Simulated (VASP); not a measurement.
Wanted: the native input for a VASP 6.6.1 run.

```yaml
Task: single point
Functional: PBEsol
Potentials_or_basis: VASP PAW PBE potentials, release 64 (Y_sv)
Cutoff: 520 eV
k_mesh: 10 × 10 × 10
Occupations: methfessel-paxton, width 0.15 eV
Spin: no spin polarisation
Dipole_correction: no
Further_INCAR_settings: ALGO = Normal; EDIFF = 1e-07; NBANDS = 12
```

The structure of Y lies in POSCAR:

```
Y
1.0
    0.0000000000      2.4400127077      2.4400127077
    2.4400127077      0.0000000000      2.4400127077
    2.4400127077      2.4400127077      0.0000000000
Y
1
Direct
    0.0000000000      0.0000000000      0.0000000000
```

This isn't the form of Y at room conditions, which is hcp.

The input as run:

INCAR

```
PREC = Accurate ; ENCUT = 520
EDIFF = 1E-7 ; ISMEAR = 1
SIGMA = 0.15 ; LREAL = F
LASPH = T ; NELM = 100
ALGO = Normal ; ISIF = 2
LWAVE = F ; LCHARG = T
GGA = PS ; LELF = T
LVHAR = T ; NBANDS = 12
```

KPOINTS

```
Automatic mesh
0
Gamma
  10 10 10
```

Potentials or basis: VASP PAW PBE potentials, release 64 (Y_sv).

Command:

```sh
$ cat potpaw_PBE.64/Y_sv/POTCAR > POTCAR
$ mpirun -np 1 vasp_std > vasp.out
```

Results of the run:

```yaml
Pressure: 2.4 GPa
Band_gap_on_the_k_mesh: zero (an odd number of electrons rules out a gap without spin polarisation)
```

Caveat: the PAW data sets were made with another functional, which shifts forces and pressure a little.

Wall time 20 s on 1 thread of Intel(R) Xeon(R) Platinum 8375C CPU @ 2.90GHz (Ice Lake), on a shared host, peak memory 0.18 GiB.
